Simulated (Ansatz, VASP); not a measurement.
ZrC4: VASP beside Ansatz

```
CELL_PARAMETERS angstrom
2.65681 0.00000 0.00000
-1.32841 2.30087 0.00000
0.00000 0.00000 8.10138
ATOMIC_POSITIONS crystal
Zr 0.00000 0.00000 0.50000
C 0.33333 0.66667 0.75672
C 0.33333 0.66667 0.24328
C 0.66667 0.33333 0.24328
C 0.66667 0.33333 0.75672
```

Alike in both runs: functional PBE; k mesh 9 × 9 × 2; occupations gaussian, width 0.1 eV; no spin polarisation.

Ansatz relaxed the structure, and its values are those at the end. VASP's run is a single point on that final structure, the one shown.

|  | VASP | Ansatz |
| --- | --- | --- |
| version | VASP 6.6.1 | Ansatz 0.2.0 |
| potentials or method | VASP PAW PBE potentials, release 64 (Zr_sv, C), cutoff 520 eV | scalar-relativistic, plane waves, PAW |
| valence electrons in the cell | 28 | 28 |

|  | VASP | Ansatz | Ansatz less VASP |
| --- | --- | --- | --- |
| gap on the k mesh at the Fermi level (eV) | none | none | - |
| pressure (GPa) | 0.4 | 0.1 | -0.34 |

A gap of «none» marks a metal or a gap that the smearing closes.

The k mesh is coarse, so the values compare programs but aren't converged.
